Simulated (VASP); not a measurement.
# In (Fd-3m) in VASP: density of states with PBEsol

Aim: the density of states of In with PBEsol.

Everything below comes from runs of VASP 6.6.1. Logs are shortened: lines on timing, memory, paths and dates and some standing lists are left out, and cuts for length are marked.

## (1) The cell of the first run

The structure is cubic, space group Fd-3m (No. 227). The conventional cell has a = 6.566 Å, b = 6.566 Å, c = 6.566 Å, α = 90.00°, β = 90.00°, γ = 90.00°. Within 3.7 Å of In (site symmetry -43m) lie 4 In at 2.84 Å.

## (2) Density of states, PBEsol

POSCAR reads:

```
In
1.0
    0.0000000000      3.2830343506      3.2830343506
    3.2830343506      0.0000000000      3.2830343506
    3.2830343506      3.2830343506      0.0000000000
In
2
Direct
   -0.1250000000     -0.1250000000     -0.1250000000
    0.1250000000      0.1250000000      0.1250000000
```

INCAR.step1 reads:

```
SYSTEM = In
PREC     = Accurate       ! precision mode
ENCUT    = 520            ! plane-wave cutoff, eV
EDIFF    = 1E-6           ! SCF threshold, eV
ISMEAR   = -1             ! smearing method
SIGMA    = 0.08           ! smearing width, eV
LREAL    = .FALSE.        ! projectors in reciprocal space
LASPH    = .TRUE.         ! aspherical terms in the spheres
NELM     = 100            ! most SCF steps
ALGO     = Normal         ! electronic algorithm
ISIF     = 2              ! what is computed and relaxed
LWAVE    = .FALSE.        ! write WAVECAR
LCHARG   = .TRUE.         ! write CHGCAR
GGA      = PS             ! functional
NBANDS   = 20             ! bands
```

KPOINTS.step1 reads:

```
Automatic mesh
0
G
  10 10 10
  0 0 0
```

INCAR.step2 reads:

```
SYSTEM = In
PREC     = Accurate       ! precision mode
ENCUT    = 520            ! plane-wave cutoff, eV
EDIFF    = 1E-6           ! SCF threshold, eV
ISMEAR   = -5             ! smearing method
SIGMA    = 0.08           ! smearing width, eV
LREAL    = .FALSE.        ! projectors in reciprocal space
LASPH    = .TRUE.         ! aspherical terms in the spheres
NELM     = 100            ! most SCF steps
ALGO     = Normal         ! electronic algorithm
ISIF     = 2              ! what is computed and relaxed
LWAVE    = .FALSE.        ! write WAVECAR
LCHARG   = .FALSE.        ! write CHGCAR
GGA      = PS             ! functional
LORBIT   = 10             ! projections on sites
NEDOS    = 2001           ! points of the DOS
ICHARG   = 11             ! starting density
```

KPOINTS.step2 reads:

```
Automatic mesh
0
G
  15 15 15
  0 0 0
```

Potentials or basis: VASP PAW PBE potentials, release 64 (In_d).

Command:

```sh
$ cat potpaw_PBE.64/In_d/POTCAR > POTCAR
$ cp INCAR.step1 INCAR
$ cp KPOINTS.step1 KPOINTS
$ mpirun -np 1 vasp_std > vasp.out
$ cp INCAR.step2 INCAR
$ cp KPOINTS.step2 KPOINTS
$ mpirun -np 1 vasp_std > vasp.out
```

OUTCAR:

```text
SYSTEM = In
   PREC = Accurate
   ENCUT = 520
   EDIFF = 1E-6
   ISMEAR = -5
   LREAL = .FALSE.
   LASPH = .TRUE.
   NELM = 100
   ISIF = 2
   GGA = PS
   LORBIT = 10
   ICHARG = 11

 ion  position               nearest neighbor table
   1  0.875  0.875  0.875-   2 2.84   2 2.84   2 2.84   2 2.84
   2  0.125  0.125  0.125-   1 2.84   1 2.84   1 2.84   1 2.84

  LATTYP: Found a face centered cubic cell.
 ALAT       =     6.5660687012

  Lattice vectors:

 A1 = (   0.0000000000,   3.2830343506,   3.2830343506)
 A2 = (   3.2830343506,   0.0000000000,   3.2830343506)
 A3 = (   3.2830343506,   3.2830343506,   0.0000000000)

Analysis of symmetry for initial positions (statically):
=====================================================================
 Subroutine PRICEL returns:
 Original cell was already a primitive cell.

 Routine SETGRP: Setting up the symmetry group for a
 face centered cubic supercell.

 Subroutine GETGRP returns: Found 48 space group operations
 (whereof 12 operations were pure point group operations)
 out of a pool of 48 trial point group operations.

The static configuration has the point symmetry D_3d.
 The point group associated with its full space group is O_h .

Analysis of symmetry for dynamics (positions and initial velocities):
=====================================================================
 Subroutine PRICEL returns:
 Original cell was already a primitive cell.

 Routine SETGRP: Setting up the symmetry group for a
 face centered cubic supercell.

 Subroutine GETGRP returns: Found 48 space group operations
 (whereof 12 operations were pure point group operations)
 out of a pool of 48 trial point group operations.

The dynamic configuration has the point symmetry D_3d.
 The point group associated with its full space group is O_h .

 Subroutine INISYM returns: Found 48 space group operations
 (whereof 12 operations are pure point group operations),
 and found     1 'primitive' translations

----------------------------------------------------------------------------------------

                                     Primitive cell

  volume of cell :      70.7712

  direct lattice vectors                    reciprocal lattice vectors
     0.000000000  3.283034351  3.283034351    -0.152298132  0.152298132  0.152298132
     3.283034351  0.000000000  3.283034351     0.152298132 -0.152298132  0.152298132
     3.283034351  3.283034351  0.000000000     0.152298132  0.152298132 -0.152298132

  length of vectors
     4.642911704  4.642911704  4.642911704     0.263788103  0.263788103  0.263788103

  position of ions in fractional coordinates (direct lattice)
     0.875000000  0.875000000  0.875000000
     0.125000000  0.125000000  0.125000000

  ion indices of the primitive-cell ions
   primitive index   ion index
                 1           1
                 2           2

----------------------------------------------------------------------------------------

 KPOINTS: Automatic mesh

Automatic generation of k-mesh.
 Grid dimensions read from file:
 generate k-points for:   15   15   15

 Generating k-lattice:

  Cartesian coordinates                     Fractional coordinates (reciprocal lattice)
    -0.010153209  0.010153209  0.010153209     0.066666667  0.000000000  0.000000000
     0.010153209 -0.010153209  0.010153209     0.000000000  0.066666667  0.000000000
     0.010153209  0.010153209 -0.010153209     0.000000000  0.000000000  0.066666667

  Length of vectors
     0.017585874  0.017585874  0.017585874

  Shift w.r.t. Gamma in fractional coordinates (k-lattice)
     0.000000000  0.000000000  0.000000000

 TETIRR: Found    484 inequivalent tetrahedra from    20250

 Subroutine IBZKPT returns following result:
 ===========================================

 Found    120 irreducible k-points:

 Following reciprocal coordinates:
            Coordinates               Weight
  0.000000  0.000000  0.000000      1.000000
  0.066667  0.000000  0.000000      8.000000
  0.133333  0.000000  0.000000      8.000000
  0.200000  0.000000  0.000000      8.000000
  0.266667  0.000000  0.000000      8.000000
  0.333333  0.000000  0.000000      8.000000
[... 16 lines left out ...]
  0.133333  0.133333  0.000000      6.000000
  0.200000  0.133333  0.000000     24.000000
 [... further k-points ...]
   k-points           NKPTS =    120   k-points in BZ     NKDIM =    120   number of bands    NBANDS=     17
   number of dos      NEDOS =   2001   number of ions     NIONS =      2
   total plane-waves  NPLWV =  46656
   dimension x,y,z NGX =    36 NGY =   36 NGZ =   36
   dimension x,y,z NGXF=    72 NGYF=   72 NGZF=   72
   ions per type =               2
   NGX,Y,Z   is equivalent  to a cutoff of  12.89, 12.89, 12.89 a.u.
   NGXF,Y,Z  is equivalent  to a cutoff of  25.78, 25.78, 25.78 a.u.
 SYSTEM =  In
   PREC   = accura    normal or accurate (medium, high low for compatibility)
   ISTART =      0    job   : 0-new  1-cont  2-samecut
   ICHARG =     11    charge: 1-file 2-atom 10-const
   ISPIN  =      1    spin polarized calculation?
   LNONCOLLINEAR =      F non collinear calculations
   LSORBIT =      F    spin-orbit coupling
   LASPH  =      T    aspherical Exc in radial PAW
   ENCUT  =  520.0 eV  38.22 Ry    6.18 a.u.   8.63  8.63  8.63*2*pi/ulx,y,z
   NELM   =    100;   NELMIN=  2; NELMDL=  0     # of ELM steps
   EDIFF  = 0.1E-05   stopping-criterion for ELM
   LREAL  =      F    real-space projection
   EDIFFG = 0.1E-04   stopping-criterion for IOM
   NSW    =      0    number of steps for IOM
   IBRION =     -1    ionic relax: 0-MD 1-quasi-New 2-CG
   NFREE  =      0    steps in history (QN), initial steepest desc. (CG)
   ISIF   =      2    stress and relaxation
   ISYM   =      2    0-nonsym 1-usesym 2-fastsym
   POTIM  = 0.5000    time-step for ionic-motion
   TEBEG  =    0.0;   TEEND  =   0.0 temperature during run
   PSTRESS=    0.0 pullay stress
   NELECT =      26.0000    total number of electrons
   NUPDOWN=      -1.0000    fix difference up-down
   EMIN   =  10.00;   EMAX   =-10.00  energy-range for DOS
   EFERMI =   0.00;   METHOD = LEGACY
   ISMEAR =    -5;   SIGMA  =   0.08  broadening in eV -4-tet -1-fermi 0-gaus
   EFERMI_NEDOS =   21; number of points for ismear=-14 and -15
   IALGO  =     38    algorithm
   IMIX   =      4    mixing-type and parameters
     AMIX     =   0.40;   BMIX     =  1.00
     AMIX_MAG =   1.60;   BMIX_MAG =  1.00
  volume/ion in A,a.u.               =      35.39       238.79
  Fermi-wavevector in a.u.,A,eV,Ry     =   1.172503  2.215709 18.704781  1.374763
  Thomas-Fermi vector in A             =   2.308930
   LORBIT       =     10    0 simple, 1 ext, 2 COOP (PROOUT), +10 PAW based schemes
   GGA     = PS    functional components
   LHFCALC =     F    Hartree Fock is set to
   AEXX    =    0.0000 exact exchange contribution
   IVDW    =     0    specifies the selected vdW correction
   LEPSILON=     F    determine dielectric tensor
   LRPA    =     F    only Hartree local field effects (RPA)
 non-spin polarized calculation
 Fermi weights with tetrahedron method with Bloechl corrections
  energy-cutoff  :      520.00
  volume of cell :       70.77
 maximum number of plane-waves:      1932

 number of electron      26.0000002 magnetization

 Free energy of the ion-electron system (eV)
  ---------------------------------------------------
  ext. energy  EPLUGINS =         0.00000000
  ---------------------------------------------------
  free energy    TOTEN  =        -5.16888947 eV

  energy without entropy =       -5.16888947  energy(sigma->0) =       -5.16888947

 E-fermi :   3.9826     XC(G=0):  -8.7723

 val. band max:        4.0141865726   @ k =  -0.4000   0.3333   0.0000
 cond. band min:       3.9849440428   @ k =   0.4000   0.3333   0.0667
 fundamental gap:     -0.0292425299
 Fermi energy:         3.9826269053

 k-point     1 :       0.0000    0.0000    0.0000
  band No.  band energies     occupation
      1     -10.5960      2.00000
      2     -10.5960      2.00000
      3     -10.5960      2.00000
      4     -10.5250      2.00000
      5     -10.5250      2.00000
      6     -10.0618      2.00000
[... 9 lines left out ...]
     16       8.1133      0.00000
     17       8.1133      0.00000

 k-point     2 :       0.0667    0.0000    0.0000
  band No.  band energies     occupation
      1     -10.6029      2.00000
      2     -10.6029      2.00000
      3     -10.5947      2.00000
      4     -10.5156      2.00000
      5     -10.5156      2.00000
      6     -10.0685      2.00000
[... 9 lines left out ...]
     16       8.2585      0.00000
     17       8.2830      0.00000

 k-point     3 :       0.1333    0.0000    0.0000
  band No.  band energies     occupation
      1     -10.6164      2.00000
      2     -10.6163      2.00000
      3     -10.5911      2.00000
      4     -10.4956      2.00000
      5     -10.4956      2.00000
      6     -10.0827      2.00000
[... 9 lines left out ...]
     16       8.5768      0.00000
     17       8.5771      0.00000

 k-point     4 :       0.2000    0.0000    0.0000
  band No.  band energies     occupation
      1     -10.6287      2.00000
      2     -10.6287      2.00000
      3     -10.5858      2.00000
      4     -10.4742      2.00000
      5     -10.4742      2.00000
      6     -10.0974      2.00000
[... 9 lines left out ...]
     16       8.8866      0.00000
     17       8.8867      0.00000
[... 343 lines left out ...]
      1     -10.6159      2.00000
      2     -10.6032      2.00000
      3     -10.5968      2.00000
      4     -10.5084      2.00000
      5     -10.4975      2.00000
      6     -10.0878      2.00000
[... 9 lines left out ...]
     16       8.2461      0.00000
     17       8.3174      0.00000

 k-point    23 :       0.1333    0.1333    0.0000
  band No.  band energies     occupation
      1     -10.6190      2.00000
      2     -10.6089      2.00000
      3     -10.6089      2.00000
      4     -10.5018      2.00000
      5     -10.4642      2.00000
      6     -10.1436      2.00000
[... 9 lines left out ...]
     16       8.3025      0.00000
     17       9.3483      0.00000

 k-point    24 :       0.2000    0.1333    0.0000
  band No.  band energies     occupation
      1     -10.6319      2.00000
      2     -10.6172      2.00000
      3     -10.6047      2.00000
      4     -10.4863      2.00000
      5     -10.4395      2.00000
      6     -10.1717      2.00000
[... 9 lines left out ...]
     16       8.3608      0.00000
     17       9.7625      0.00000

 [... further k-points ...]
[... 5 lines left out ...]
  --------------------------------------------------------------------------------------
  -------------------------------------------------------------------------------------
  Total       -0.0343650     -0.0343650     -0.0343650      0.0000000      0.0000000     -0.0000000
  in kB       -0.7779843     -0.7779843     -0.7779843      0.0000000      0.0000000     -0.0000000
  external PRESSURE =      -0.7779843 kB  Pullay stress =       0.0000000 kB

 VOLUME and BASIS-vectors are now :
 -----------------------------------------------------------------------------
  energy-cutoff  :      520.00
  volume of cell :       70.77
      direct lattice vectors                 reciprocal lattice vectors
     0.000000000  3.283034351  3.283034351    -0.152298132  0.152298132  0.152298132
     3.283034351  0.000000000  3.283034351     0.152298132 -0.152298132  0.152298132
     3.283034351  3.283034351  0.000000000     0.152298132  0.152298132 -0.152298132

 POSITION                                       TOTAL-FORCE (eV/Angst)
 -----------------------------------------------------------------------------------
      5.74531      5.74531      5.74531         0.000000     -0.000000     -0.000000
      0.82076      0.82076      0.82076        -0.000000      0.000000      0.000000
 -----------------------------------------------------------------------------------
    total drift:                                0.000000      0.000000      0.000000

  FREE ENERGIE OF THE ION-ELECTRON SYSTEM (eV)
  ---------------------------------------------------
  free  energy   TOTEN  =        -5.1688894734 eV

  energy  without entropy=       -5.1688894734  energy(sigma->0) =       -5.16888947

 total charge

# of ion       s       p       d       tot
------------------------------------------
    1        0.972   0.609   9.836  11.416
    2        0.972   0.609   9.836  11.416
--------------------------------------------------
tot          1.943   1.217  19.672  22.833
```

Run time: 1.7 min. Hardware: 1 thread of Intel Xeon 6975P-C, shared host; peak memory 0.27 GiB.

Results:

* Valence electrons inside the program's atomic spheres: In 11.42

Levels at points of the mesh, in eV from the Fermi level:
```
           k point  band 10  band 11  band 12  band 13  band 14  band 15  band 16  band 17
(0.00, 0.00, 0.00)   -13.99    -8.15     2.47     2.47     2.47     2.55     4.13     4.13
```

Caveat: the PAW data sets were made with another functional, which shifts forces and pressure a little; spin-orbit coupling is left out, which moves the levels of the heavy elements; tetrahedron occupations give inexact forces and stress in metals.
